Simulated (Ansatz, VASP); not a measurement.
# Two plane-wave programs on Ir

INCAR

```
ALGO = Normal
EDIFF = 1E-6
ENCUT = 520
GGA = PE
ISIF = 2
ISMEAR = -1
ISPIN = 2
LASPH = True
LCHARG = False
LMAXMIX = 4
LORBIT = 11
LREAL = False
LWAVE = False
MAGMOM = 1
NBANDS = 14
NELM = 150
PREC = Accurate
SIGMA = 0.05
```

KPOINTS

```
k-points
0
Gamma
  23 23 23
```

File POSCAR:

```
Ir
1.0
    0.0000000000      1.9612044215      1.9612044215
    1.9612044215      0.0000000000      1.9612044215
    1.9612044215      1.9612044215      0.0000000000
Ir
1
Direct
    0.0000000000      0.0000000000      0.0000000000
```

Input for Ansatz:

```yaml
crystal:
  lattice:
    - [0.0, 1.9612044215, 1.9612044215]
    - [1.9612044215, 0.0, 1.9612044215]
    - [1.9612044215, 1.9612044215, 0.0]
  atoms:
    - { symbol: Ir, position: [0.0, 0.0, 0.0], spin: 1.0 }
hamiltonian:
  xc: pbe
  pseudopotentials:
    kind: paw
    azcp:
      Ir: "pseudopotentials/Ir.paw.azcp"
basis:
  ecutwfc: 420
  fft_grid_basis: typed
kpoints:
  mp_grid: { grid: [23, 23, 23], shift: [0, 0, 0] }
magnetization:
  spin_polarized: true
scf:
  occupations: { method: fermi_dirac, width: 0.05 }
output:
  stress: true
```

Alike in both runs: task single point; functional PBE; k mesh 23 × 23 × 23; occupations fermi-dirac, width 0.05 eV; collinear spin.

|  | VASP | Ansatz |
| --- | --- | --- |
| version | VASP 6.6.1 | Ansatz 0.2.0 |
| potentials or method | VASP PAW PBE potentials, release 64 (Ir), cutoff 520 eV | plane waves (420 eV) with PAW, scalar-relativistic |
| valence electrons in the cell | 9 | 17 |

Ansatz gave:

```
pressure (GPa)           : -12.6
net moment per atom (μB) : 0.00
```

Problem. Which values does VASP return?

Solution. Pressure (GPa): -12.2; net moment per atom (μB): 0.00.

With one functional, cell and mesh, what is left measures potentials, basis and numerics. VASP's potentials hold 9 valence electrons a cell and Ansatz's 17, so a difference there can come from the potentials and not from the codes. Ansatz's warnings: seeded moment not kept.

Spin-orbit coupling is off throughout.
